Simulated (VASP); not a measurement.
# GaN (Cmc2_1) in VASP: notebook

The runs below take GaN through single point, with PBE.

Everything below comes from runs of VASP 6.6.1. Logs are shortened: lines on timing, memory, paths and dates and some standing lists are left out, and cuts for length are marked.

**1. The cell of the first run**

The structure is orthorhombic, space group Cmc2_1 (No. 36). The conventional cell has a = 3.180 Å, b = 5.618 Å, c = 5.166 Å, α = 90.00°, β = 90.00°, γ = 90.00°. Ga (site symmetry m) has 4 N at 1.94 to 1.98 Å within 2.6 Å. N (site symmetry m) has 4 Ga at 1.94 to 1.98 Å within 2.6 Å.

**2. Single point, PBE (strain +0.0200 x Voigt [0, 1, 0, 0, 0, 0])**

File INCAR:

```
  ALGO = Normal
  EDIFF = 1E-7
  ENCUT = 520
  GGA = PE
  ISIF = 2
  ISMEAR = 0
  LASPH = T
  LCHARG = F
  LREAL = F
  LWAVE = F
  NBANDS = 26
  NELM = 60
  PREC = Accurate
  SIGMA = 0.05
```

File KPOINTS:

```
k-points
0
Gamma
  12 12 6
```

File POSCAR:

```
GaN
1.0
    3.1799996605      0.0000000000      0.0000000000
   -1.5899998303      2.8090396998      0.0000000000
    0.0000000000      0.0000000000      5.1660000000
Ga N
2 2
Direct
    0.3333333333      0.6666666667      0.0000000000
    0.6666666667      0.3333333333      0.5000000000
    0.3333333333      0.6666666667      0.3750000000
    0.6666666667      0.3333333333      0.8750000000
```

Potentials or basis: VASP PAW PBE potentials, release 64 (Ga_d, N).

Started as:

```sh
cat potpaw_PBE.64/Ga_d/POTCAR potpaw_PBE.64/N/POTCAR > POTCAR
mpirun -np 1 vasp_std > vasp.out
```

OUTCAR:

```text
EDIFF = 1E-7
   ENCUT = 520
   GGA = PE
   ISIF = 2
   ISMEAR = 0
   LASPH = T
   LREAL = F
   NELM = 60
   PREC = Accurate

 ion  position               nearest neighbor table
   1  0.333  0.667  0.000-   3 1.94   4 1.95   4 1.95   4 1.98
   2  0.667  0.333  0.500-   4 1.94   3 1.95   3 1.95   3 1.98
   3  0.333  0.667  0.375-   1 1.94   2 1.95   2 1.95   2 1.98
   4  0.667  0.333  0.875-   2 1.94   1 1.95   1 1.95   1 1.98

  LATTYP: Found a base centered orthorhombic cell.
 ALAT       =     3.1799996605
 B/A-ratio  =     1.7666918237
 C/A-ratio  =     1.6245284753

  Lattice vectors:

 A1 = (   1.5899998303,  -2.8090396998,   0.0000000000)
 A2 = (   1.5899998302,   2.8090396998,   0.0000000000)
 A3 = (   0.0000000000,   0.0000000000,   5.1660000000)

Analysis of symmetry for initial positions (statically):
=====================================================================
 Subroutine PRICEL returns:
 Original cell was already a primitive cell.

 Routine SETGRP: Setting up the symmetry group for a
 base centered orthorhombic supercell.

 Subroutine GETGRP returns: Found  4 space group operations
 (whereof  2 operations were pure point group operations)
 out of a pool of  8 trial point group operations.

The static configuration has the point symmetry C_1h.
 The point group associated with its full space group is C_2v.

Analysis of symmetry for dynamics (positions and initial velocities):
=====================================================================
 Subroutine PRICEL returns:
 Original cell was already a primitive cell.

 Routine SETGRP: Setting up the symmetry group for a
 base centered orthorhombic supercell.

 Subroutine GETGRP returns: Found  4 space group operations
 (whereof  2 operations were pure point group operations)
 out of a pool of  8 trial point group operations.

The dynamic configuration has the point symmetry C_1h.
 The point group associated with its full space group is C_2v.

 Subroutine INISYM returns: Found  4 space group operations
 (whereof  2 operations are pure point group operations),
 and found     1 'primitive' translations

----------------------------------------------------------------------------------------

                                     Primitive cell

  volume of cell :      46.1466

  direct lattice vectors                    reciprocal lattice vectors
     3.179999661  0.000000000  0.000000000     0.314465442  0.177996772  0.000000000
    -1.589999830  2.809039700  0.000000000     0.000000000  0.355993545  0.000000000
     0.000000000  0.000000000  5.166000000     0.000000000  0.000000000  0.193573364

  length of vectors
     3.179999661  3.227817141  5.166000000     0.361346600  0.355993545  0.193573364

  position of ions in fractional coordinates (direct lattice)
     0.333333333  0.666666667  0.000000000
     0.666666667  0.333333333  0.500000000
     0.333333333  0.666666667  0.375000000
     0.666666667  0.333333333  0.875000000

  ion indices of the primitive-cell ions
   primitive index   ion index
                 1           1
                 2           2
                 3           3
                 4           4

----------------------------------------------------------------------------------------

 KPOINTS: k-points

Automatic generation of k-mesh.
 Grid dimensions read from file:
 generate k-points for:   12   12    6

 Generating k-lattice:

  Cartesian coordinates                     Fractional coordinates (reciprocal lattice)
     0.026205454  0.014833064  0.000000000     0.083333333  0.000000000  0.000000000
     0.000000000  0.029666129  0.000000000     0.000000000  0.083333333  0.000000000
     0.000000000  0.000000000  0.032262227     0.000000000  0.000000000  0.166666667

  Length of vectors
     0.030112217  0.029666129  0.032262227

  Shift w.r.t. Gamma in fractional coordinates (k-lattice)
     0.000000000  0.000000000  0.000000000

 Subroutine IBZKPT returns following result:
 ===========================================

 Found    172 irreducible k-points:

 Following reciprocal coordinates:
            Coordinates               Weight
  0.000000  0.000000  0.000000      1.000000
  0.083333 -0.000000  0.000000      4.000000
  0.166667 -0.000000  0.000000      4.000000
  0.250000 -0.000000  0.000000      4.000000
  0.333333  0.000000  0.000000      4.000000
  0.416667  0.000000  0.000000      4.000000
[... 16 lines left out ...]
  0.333333  0.166667  0.000000      4.000000
  0.416667  0.166667  0.000000      4.000000
 [... further k-points ...]
   k-points           NKPTS =    172   k-points in BZ     NKDIM =    172   number of bands    NBANDS=     26
   number of dos      NEDOS =    301   number of ions     NIONS =      4
   total plane-waves  NPLWV =  23040
   dimension x,y,z NGX =    24 NGY =   24 NGZ =   40
   dimension x,y,z NGXF=    48 NGYF=   48 NGZF=   80
   ions per type =               2   2
   NGX,Y,Z   is equivalent  to a cutoff of  12.55, 12.36, 12.87 a.u.
   NGXF,Y,Z  is equivalent  to a cutoff of  25.09, 24.72, 25.74 a.u.
 SYSTEM =  unknown system
   PREC   = accura    normal or accurate (medium, high low for compatibility)
   ISTART =      0    job   : 0-new  1-cont  2-samecut
   ICHARG =      2    charge: 1-file 2-atom 10-const
   ISPIN  =      1    spin polarized calculation?
   LNONCOLLINEAR =      F non collinear calculations
   LSORBIT =      F    spin-orbit coupling
   LASPH  =      T    aspherical Exc in radial PAW
   ENCUT  =  520.0 eV  38.22 Ry    6.18 a.u.   5.91  6.00  9.61*2*pi/ulx,y,z
   NELM   =     60;   NELMIN=  2; NELMDL= -5     # of ELM steps
   EDIFF  = 0.1E-06   stopping-criterion for ELM
   LREAL  =      F    real-space projection
   EDIFFG = 0.1E-05   stopping-criterion for IOM
   NSW    =      0    number of steps for IOM
   IBRION =     -1    ionic relax: 0-MD 1-quasi-New 2-CG
   NFREE  =      0    steps in history (QN), initial steepest desc. (CG)
   ISIF   =      2    stress and relaxation
   ISYM   =      2    0-nonsym 1-usesym 2-fastsym
   POTIM  = 0.5000    time-step for ionic-motion
   TEBEG  =    0.0;   TEEND  =   0.0 temperature during run
   PSTRESS=    0.0 pullay stress
   NELECT =      36.0000    total number of electrons
   NUPDOWN=      -1.0000    fix difference up-down
   EMIN   =  10.00;   EMAX   =-10.00  energy-range for DOS
   EFERMI =   0.00;   METHOD = LEGACY
   ISMEAR =     0;   SIGMA  =   0.05  broadening in eV -4-tet -1-fermi 0-gaus
   EFERMI_NEDOS =   21; number of points for ismear=-14 and -15
   IALGO  =     38    algorithm
   IMIX   =      4    mixing-type and parameters
     AMIX     =   0.40;   BMIX     =  1.00
     AMIX_MAG =   1.60;   BMIX_MAG =  1.00
  volume/ion in A,a.u.               =      11.54        77.85
  Fermi-wavevector in a.u.,A,eV,Ry     =   1.507055  2.847922 30.901769  2.271216
  Thomas-Fermi vector in A             =   2.617692
   LORBIT       =      0    0 simple, 1 ext, 2 COOP (PROOUT), +10 PAW based schemes
   GGA     = PE    functional components
   LHFCALC =     F    Hartree Fock is set to
   AEXX    =    0.0000 exact exchange contribution
   IVDW    =     0    specifies the selected vdW correction
   LEPSILON=     F    determine dielectric tensor
   LRPA    =     F    only Hartree local field effects (RPA)
 non-spin polarized calculation
 Gauss-broadening in eV      SIGMA  =   0.05
  energy-cutoff  :      520.00
  volume of cell :       46.15
 maximum number of plane-waves:      1268
   NGX = 11   NGY = 13   NGZ = 19

 number of electron      35.9999981 magnetization

 Free energy of the ion-electron system (eV)
  ---------------------------------------------------
  ext. energy  EPLUGINS =         0.00000000
  ---------------------------------------------------
  free energy    TOTEN  =       -24.30041390 eV

  energy without entropy =      -24.30041390  energy(sigma->0) =      -24.30041390

 E-fermi :   5.5300     XC(G=0): -11.6155

 val. band max:        5.2495807798   @ k =   0.0000   0.0000   0.0000
 cond. band min:       7.0642698963   @ k =   0.0000   0.0000   0.0000
 fundamental gap:      1.8146891165
 Fermi energy:         5.5300359675

 k-point     1 :       0.0000    0.0000    0.0000
  band No.  band energies     occupation
      1     -10.6862      2.00000
      2      -9.7850      2.00000
      3      -8.2248      2.00000
      4      -8.2058      2.00000
      5      -8.1984      2.00000
      6      -8.1430      2.00000
[... 18 lines left out ...]
     25      16.6590      0.00000
     26      16.9525      0.00000

 k-point     2 :       0.0833   -0.0000    0.0000
  band No.  band energies     occupation
      1     -10.6194      2.00000
      2      -9.7691      2.00000
      3      -8.2152      2.00000
      4      -8.1949      2.00000
      5      -8.1798      2.00000
      6      -8.1332      2.00000
[... 18 lines left out ...]
     25      16.5727      0.00000
     26      16.8946      0.00000

 k-point     3 :       0.1667   -0.0000    0.0000
  band No.  band energies     occupation
      1     -10.4379      2.00000
      2      -9.7304      2.00000
      3      -8.1887      2.00000
      4      -8.1713      2.00000
      5      -8.1270      2.00000
      6      -8.0962      2.00000
[... 18 lines left out ...]
     25      16.6915      0.00000
     26      17.2254      0.00000

 k-point     4 :       0.2500   -0.0000    0.0000
  band No.  band energies     occupation
      1     -10.1991      2.00000
      2      -9.6881      2.00000
      3      -8.1626      2.00000
      4      -8.1490      2.00000
      5      -8.0913      2.00000
      6      -8.0430      2.00000
[... 18 lines left out ...]
     25      16.6573      0.00000
     26      17.6937      0.00000
[... 496 lines left out ...]
      1      -9.9198      2.00000
      2      -9.6526      2.00000
      3      -8.1714      2.00000
      4      -8.1107      2.00000
      5      -8.0435      2.00000
      6      -8.0125      2.00000
[... 18 lines left out ...]
     25      16.0439      0.00000
     26      18.8797      0.00000

 k-point    23 :       0.3333    0.1667    0.0000
  band No.  band energies     occupation
      1      -9.8034      2.00000
      2      -9.6450      2.00000
      3      -8.1818      2.00000
      4      -8.0986      2.00000
      5      -8.0202      2.00000
      6      -8.0004      2.00000
[... 18 lines left out ...]
     25      16.9553      0.00000
     26      18.5514      0.00000

 k-point    24 :       0.4167    0.1667    0.0000
  band No.  band energies     occupation
      1      -9.7615      2.00000
      2      -9.6451      2.00000
      3      -8.1859      2.00000
      4      -8.0964      2.00000
      5      -8.0130      2.00000
      6      -7.9976      2.00000
[... 18 lines left out ...]
     25      17.6918      0.00000
     26      18.1229      0.00000

 [... further k-points ...]

------------------------ aborting loop because EDIFF is reached ----------------------------------------

  FORCE on cell =-STRESS in cart. coord.  units (eV):
  Direction    XX          YY          ZZ          XY          YZ          ZX
  --------------------------------------------------------------------------------------
  -------------------------------------------------------------------------------------
  Total        1.3188559     -0.3340583      2.1391178      0.0000000      0.0000000      0.0000000
  in kB       45.7897807    -11.5982782     74.2687192      0.0000000      0.0000000      0.0000000
  external PRESSURE =      36.1534072 kB  Pullay stress =       0.0000000 kB

 VOLUME and BASIS-vectors are now :
 -----------------------------------------------------------------------------
  energy-cutoff  :      520.00
  volume of cell :       46.15
      direct lattice vectors                 reciprocal lattice vectors
     3.179999661  0.000000000  0.000000000     0.314465442  0.177996772  0.000000000
    -1.589999830  2.809039700  0.000000000     0.000000000  0.355993545  0.000000000
     0.000000000  0.000000000  5.166000000     0.000000000  0.000000000  0.193573364

 POSITION                                       TOTAL-FORCE (eV/Angst)
 -----------------------------------------------------------------------------------
     -0.00000      1.87269      0.00000        -0.000000      0.134924     -0.232379
      1.59000      0.93635      2.58300         0.000000     -0.134924     -0.232379
     -0.00000      1.87269      1.93725        -0.000000      0.163745      0.232379
      1.59000      0.93635      4.52025         0.000000     -0.163745      0.232379
 -----------------------------------------------------------------------------------
    total drift:                               -0.000001     -0.000001     -0.000551

  FREE ENERGIE OF THE ION-ELECTRON SYSTEM (eV)
  ---------------------------------------------------
  free  energy   TOTEN  =       -24.3004139029 eV

  energy  without entropy=      -24.3004139029  energy(sigma->0) =      -24.30041390
```

It took 1.8 min on 1 thread of Intel Xeon Platinum 8375C at 2.90GHz (Ice Lake), shared host; peak memory 0.28 GiB.

Results:

```
Free energy            : -24.3004 eV
Pressure               : 3.6 GPa
Largest force          : 0.284 eV/Å
Band gap on the k mesh : 1.81 eV, direct
```

Forces in eV/Å, atoms in the order of the input:
```
Ga   0.000  0.135 -0.232
Ga   0.000 -0.135 -0.232
N    0.000  0.164  0.232
N    0.000 -0.164  0.232
```

Stress tensor (GPa, compression positive):
```
 4.58  0.00  0.00
 0.00 -1.16  0.00
 0.00  0.00  7.43
```

Caveat: the cell differs from its parent crystal (strain +0.0200 x Voigt [0, 1, 0, 0, 0, 0]).

**3. Single point, PBE (strain +0.0300 x Voigt [0, 1, 0, 0, 0, 0])**

File INCAR:

```
SYSTEM = GaN
PREC = Accurate ; ENCUT = 520
EDIFF = 1E-6 ; ISMEAR = 0
SIGMA = 0.05 ; LREAL = .FALSE.
LASPH = .TRUE. ; NELM = 100
ALGO = Normal ; ISIF = 2
LWAVE = .FALSE. ; LCHARG = .TRUE.
GGA = PE ; LELF = .TRUE.
LVHAR = .TRUE. ; NBANDS = 26
```

File KPOINTS:

```
Automatic mesh
0
G
  12 12 6
  0 0 0
```

Changes to POSCAR since step 2:

```diff
@@ -3,3 +3,3 @@
     3.1799996605      0.0000000000      0.0000000000
-   -1.5899998303      2.8090396998      0.0000000000
+   -1.5899998303      2.8365793047      0.0000000000
     0.0000000000      0.0000000000      5.1660000000
```

Potentials or basis: VASP PAW PBE potentials, release 64 (Ga_d, N).

Started as:

```sh
cat potpaw_PBE.64/Ga_d/POTCAR potpaw_PBE.64/N/POTCAR > POTCAR
mpirun -np 1 vasp_std > vasp.out
```

Wall time 1.9 min (1 thread of Intel Xeon Platinum 8375C at 2.90GHz (Ice Lake), shared host); peak memory 0.29 GiB.

Results (log left out):

* Free energy: -24.2924 eV
* Pressure: 2.0 GPa
* Largest force: 0.353 eV/Å
* Band gap on the k mesh: 1.73 eV, direct

Forces on the atoms (eV/Å):
```
Ga   0.000  0.181 -0.272
Ga   0.000 -0.181 -0.272
N    0.000  0.225  0.272
N    0.000 -0.225  0.272
```

Stress tensor (GPa, compression positive):
```
 3.69  0.00  0.00
 0.00 -4.62  0.00
 0.00  0.00  6.81
```

Levels at points of the mesh, in eV from the valence-band top:
```
           k point  band 16  band 17  band 18  band 19  band 20  band 21
(0.00, 0.00, 0.00)    -0.13    -0.08     0.00     1.73     3.91     9.11
(0.50, 0.00, 0.00)    -2.88    -2.24    -1.05     4.68     5.28     6.09
(0.00, 0.50, 0.00)    -2.60    -2.23    -0.84     5.19     5.59     5.97
(0.00, 0.00, 0.50)    -0.68    -0.55    -0.55     3.99     3.99     8.40
(0.50, 0.00, 0.50)    -2.05    -1.84    -1.84     4.24     4.24     7.61
(0.00, 0.50, 0.50)    -1.90    -1.79    -1.79     4.43     4.43     7.71
```

Caveat: the cell differs from its parent crystal (strain +0.0300 x Voigt [0, 1, 0, 0, 0, 0]).

(Continued in part 2 of 2.)
